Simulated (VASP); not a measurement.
# HfTeSe5 (F-43m) in VASP: single point with PBE

Aim: the single point of HfTeSe5 with PBE.

Program: VASP 6.6.1. These are calculated values, not measurements. Logs are shortened: lines on timing, memory, paths and dates and some standing lists are left out, and cuts for length are marked.

### 1 The cell of the first run

Symmetry: F-43m, No. 216, cubic system. The conventional cell has a = 9.883 Å, b = 9.883 Å, c = 9.883 Å, α = 90.00°, β = 90.00°, γ = 90.00°. Hf (site symmetry -43m) has 16 Se at 4.04 to 4.28 Å and 6 Te at 4.94 Å within 5.3 Å. Within 3.4 Å of Te (site symmetry -43m) lie 4 Se at 2.58 Å. Se (site symmetry 3m) has 1 Te at 2.58 Å and 3 Se at 2.78 Å within 3.4 Å. Within 5.5 Å of Se (site symmetry -43m) lie 12 Se at 4.20 Å and 4 Te at 4.28 Å and 4 Hf at 4.28 Å.

The cell was generated, and may not be a known phase.

### 2 Single point, PBE

Contents of INCAR:

```
SYSTEM = HfTeSe5
PREC = Accurate
ENCUT = 500
EDIFF = 1E-6
ISMEAR = 0
SIGMA = 0.15
LREAL = .False.
LASPH = .True.
NELM = 120
ALGO = Normal
ISIF = 2
LWAVE = .False.
LCHARG = .True.
GGA = PE
LELF = .True.
LVHAR = .True.
NBANDS = 32
GGA_COMPAT = .False.
```

Contents of KPOINTS:

```
regular mesh
0
Gamma
  2 2 2
  0 0 0
```

Contents of POSCAR:

```
HfTeSe5
1.0
    0.0000000000      4.9416335367      4.9416335367
    4.9416335367      0.0000000000      4.9416335367
    4.9416335367      4.9416335367      0.0000000000
Hf Te Se
1 1 5
Direct
    0.5000000000      0.5000000000      0.5000000000
    0.0000000000      0.0000000000      0.0000000000
    0.1507183513      0.1507183513      0.1507183513
    0.1507183513      0.1507183513      0.5478449462
    0.1507183513      0.5478449462      0.1507183513
    0.5478449462      0.1507183513      0.1507183513
    0.7500000000      0.7500000000      0.7500000000
```

Potentials or basis: VASP PAW PBE potentials, release 64 (Hf_pv, Te, Se).

The run is started by

```bash
cat potpaw_PBE.64/Hf_pv/POTCAR potpaw_PBE.64/Te/POTCAR potpaw_PBE.64/Se/POTCAR > POTCAR
mpirun -np 1 vasp_std > vasp.out
```

OUTCAR:

```text
SYSTEM = HfTeSe5
   PREC = Accurate
   ENCUT = 500
   EDIFF = 1E-6
   ISMEAR = 0
   LREAL = .False.
   LASPH = .True.
   NELM = 120
   ISIF = 2
   GGA = PE

 ion  position               nearest neighbor table
   1  0.500  0.500  0.500-
   2  0.000  0.000  0.000-   4 2.58   5 2.58   6 2.58   3 2.58
   3  0.151  0.151  0.151-   2 2.58   4 2.78   5 2.78   6 2.78
   4  0.151  0.151  0.548-   2 2.58   3 2.78   5 2.78   6 2.78
   5  0.151  0.548  0.151-   2 2.58   3 2.78   4 2.78   6 2.78
   6  0.548  0.151  0.151-   2 2.58   3 2.78   4 2.78   5 2.78
   7  0.750  0.750  0.750-

  LATTYP: Found a face centered cubic cell.
 ALAT       =     9.8832670734

  Lattice vectors:

 A1 = (   0.0000000000,   4.9416335367,   4.9416335367)
 A2 = (   4.9416335367,   0.0000000000,   4.9416335367)
 A3 = (   4.9416335367,   4.9416335367,   0.0000000000)

Analysis of symmetry for initial positions (statically):
=====================================================================
 Subroutine PRICEL returns:
 Original cell was already a primitive cell.

 Routine SETGRP: Setting up the symmetry group for a
 face centered cubic supercell.

 Subroutine GETGRP returns: Found 24 space group operations
 (whereof 24 operations were pure point group operations)
 out of a pool of 48 trial point group operations.

The static configuration has the point symmetry T_d .

Analysis of symmetry for dynamics (positions and initial velocities):
=====================================================================
 Subroutine PRICEL returns:
 Original cell was already a primitive cell.

 Routine SETGRP: Setting up the symmetry group for a
 face centered cubic supercell.

 Subroutine GETGRP returns: Found 24 space group operations
 (whereof 24 operations were pure point group operations)
 out of a pool of 48 trial point group operations.

The dynamic configuration has the point symmetry T_d .

 Subroutine INISYM returns: Found 24 space group operations
 (whereof 24 operations are pure point group operations),
 and found     1 'primitive' translations

----------------------------------------------------------------------------------------

[... 79 lines left out ...]
   NELM   =    120;   NELMIN=  2; NELMDL= -5     # of ELM steps
   EDIFF  = 0.1E-05   stopping-criterion for ELM
   LREAL  =      F    real-space projection
   EDIFFG = 0.1E-04   stopping-criterion for IOM
   NSW    =      0    number of steps for IOM
   IBRION =     -1    ionic relax: 0-MD 1-quasi-New 2-CG
   NFREE  =      0    steps in history (QN), initial steepest desc. (CG)
   ISIF   =      2    stress and relaxation
   ISYM   =      2    0-nonsym 1-usesym 2-fastsym
   POTIM  = 0.5000    time-step for ionic-motion
   TEBEG  =    0.0;   TEEND  =   0.0 temperature during run
   PSTRESS=    0.0 pullay stress
   NELECT =      46.0000    total number of electrons
   NUPDOWN=      -1.0000    fix difference up-down
   EMIN   =  10.00;   EMAX   =-10.00  energy-range for DOS
   EFERMI =   0.00;   METHOD = LEGACY
   ISMEAR =     0;   SIGMA  =   0.15  broadening in eV -4-tet -1-fermi 0-gaus
   EFERMI_NEDOS =   21; number of points for ismear=-14 and -15
   IALGO  =     38    algorithm
   IMIX   =      4    mixing-type and parameters
     AMIX     =   0.40;   BMIX     =  1.00
     AMIX_MAG =   1.60;   BMIX_MAG =  1.00
  volume/ion in A,a.u.               =      34.48       232.67
  Fermi-wavevector in a.u.,A,eV,Ry     =   0.942136  1.780379 12.076805  0.887620
  Thomas-Fermi vector in A             =   2.069716
   LORBIT       =      0    0 simple, 1 ext, 2 COOP (PROOUT), +10 PAW based schemes
   GGA     = PE    functional components
   LHFCALC =     F    Hartree Fock is set to
   AEXX    =    0.0000 exact exchange contribution
   IVDW    =     0    specifies the selected vdW correction
   LEPSILON=     F    determine dielectric tensor
   LRPA    =     F    only Hartree local field effects (RPA)
 non-spin polarized calculation
 Gauss-broadening in eV      SIGMA  =   0.15
  energy-cutoff  :      500.00
  volume of cell :      241.35
 maximum number of plane-waves:      6183
 NGX is ok and might be reduce to    54
   NGX = 25   NGY = 25   NGZ = 25

 number of electron      46.0000000 magnetization

 Free energy of the ion-electron system (eV)
  ---------------------------------------------------
  ext. energy  EPLUGINS =         0.00000000
  ---------------------------------------------------
  free energy    TOTEN  =       -22.18888395 eV

  energy without entropy =      -22.01989296  energy(sigma->0) =      -22.10438846

 E-fermi :   1.9905     XC(G=0):  -8.3507

 val. band max:        1.9859591658   @ k =   0.5000   0.5000   0.0000
 cond. band min:       2.0767612039   @ k =   0.5000   0.5000   0.0000
 fundamental gap:      0.0908020382
 Fermi energy:         1.9904895097

 k-point     1 :       0.0000    0.0000    0.0000
  band No.  band energies     occupation
      1     -31.6120      2.00000
      2     -31.6120      2.00000
      3     -31.6120      2.00000
      4     -13.2730      2.00000
      5     -10.5401      2.00000
      6     -10.5401      2.00000
[... 94 lines left out ...]
     31       3.9363      0.00000
     32       5.2424      0.00000

------------------------ aborting loop because EDIFF is reached ----------------------------------------

  FORCE on cell =-STRESS in cart. coord.  units (eV):
  Direction    XX          YY          ZZ          XY          YZ          ZX
  --------------------------------------------------------------------------------------
  -------------------------------------------------------------------------------------
  Total       -0.2421278     -0.2421278     -0.2421278     -0.0000000      0.0000000     -0.0000000
  in kB       -1.6073619     -1.6073619     -1.6073619     -0.0000000      0.0000000     -0.0000000
  external PRESSURE =      -1.6073619 kB  Pullay stress =       0.0000000 kB

 VOLUME and BASIS-vectors are now :
 -----------------------------------------------------------------------------
  energy-cutoff  :      500.00
  volume of cell :      241.35
      direct lattice vectors                 reciprocal lattice vectors
     0.000000000  4.941633537  4.941633537    -0.101181117  0.101181117  0.101181117
     4.941633537  0.000000000  4.941633537     0.101181117 -0.101181117  0.101181117
     4.941633537  4.941633537  0.000000000     0.101181117  0.101181117 -0.101181117

 POSITION                                       TOTAL-FORCE (eV/Angst)
 -----------------------------------------------------------------------------------
      4.94163      4.94163      4.94163        -0.000000     -0.000000     -0.000000
      0.00000      0.00000      0.00000         0.000000     -0.000000     -0.000000
      1.48959      1.48959      1.48959         0.040597      0.040597      0.040597
      3.45204      3.45204      1.48959        -0.040597     -0.040597      0.040597
      3.45204      1.48959      3.45204        -0.040597      0.040597     -0.040597
      1.48959      3.45204      3.45204         0.040597     -0.040597     -0.040597
      7.41245      7.41245      7.41245         0.000000     -0.000000     -0.000000
 -----------------------------------------------------------------------------------
    total drift:                               -0.000001     -0.000001     -0.000001

  FREE ENERGIE OF THE ION-ELECTRON SYSTEM (eV)
  ---------------------------------------------------
  free  energy   TOTEN  =       -22.1888839549 eV

  energy  without entropy=      -22.0198929595  energy(sigma->0) =      -22.10438846
```

Wall time 80 s (1 thread of Intel Xeon Platinum 8259CL at 2.50GHz (Skylake/Cascade Lake), shared host); peak memory 0.4 GiB.

What came out:

```yaml
Free_energy: -22.1889 eV
Pressure: -0.2 GPa
Largest_force: 0.070 eV/Å
Band_gap_on_the_k_mesh: zero (bands 23 and 24 overlap by 0.13 eV)
```

Forces in eV/Å, atoms in the order of the input:
```
Hf   0.000  0.000  0.000
Te   0.000  0.000  0.000
Se   0.041  0.041  0.041
Se  -0.041 -0.041  0.041
Se  -0.041  0.041 -0.041
Se   0.041 -0.041 -0.041
Se   0.000  0.000  0.000
```

Caveat: the k points lie up to 0.55 Å⁻¹ apart; spin-orbit coupling is left out, which moves the levels of the heavy elements.

The gap in the log of VASP goes by the Fermi energy; the results here count the filled bands.